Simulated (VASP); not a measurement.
Runs of VASP 6.6.1 on CsBr. It takes space group Pm-3m (No. 221, cubic). The conventional cell has a = 4.320 Å, b = 4.320 Å, c = 4.320 Å, α = 90.00°, β = 90.00°, γ = 90.00°. Within 4.9 Å of Cs (site symmetry m-3m) lie 8 Br at 3.74 Å and 6 Cs at 4.32 Å. Br (site symmetry m-3m) has 8 Cs at 3.74 Å and 6 Br at 4.32 Å within 4.9 Å. 

| level | k mesh | cutoff (eV) | smearing | gap on the mesh (eV) | pressure (GPa) |
| --- | --- | --- | --- | --- | --- |
| PBE | 4 × 4 × 4 | 500 | fermi-dirac 0.001 eV | 4.42 | 0.7 |
| PBE | 4 × 4 × 4 | 500 | methfessel-paxton 0.05 eV | 4.42 | 0.7 |
| r2SCAN | 4 × 4 × 4 | 550 | gaussian 0.01 eV | (a) | 0.1 |
| PBE | 4 × 4 × 4, shifted | 500 | gaussian 0.01 eV | 5.52 | 0.7 |
| PBE | 4 × 4 × 4 | 500 | gaussian 0.01 eV | 4.42 | 0.7 |

Alike in all rows: task single point; potentials or basis VASP PAW PBE potentials, release 64 (Cs_sv, Br); no spin polarisation; cell as given.

Q: Estimate the missing entries.

A: (a) 5.18.

Caveats: spin-orbit coupling is left out, which moves the levels of the heavy elements; the PAW data sets were made with another functional, which shifts forces and pressure a little (at least some runs); a shifted mesh leaves out Γ, where band edges can lie (at least some runs).

A k mesh can miss the band edges, and the runs leave out spin-orbit coupling on Br, Cs.
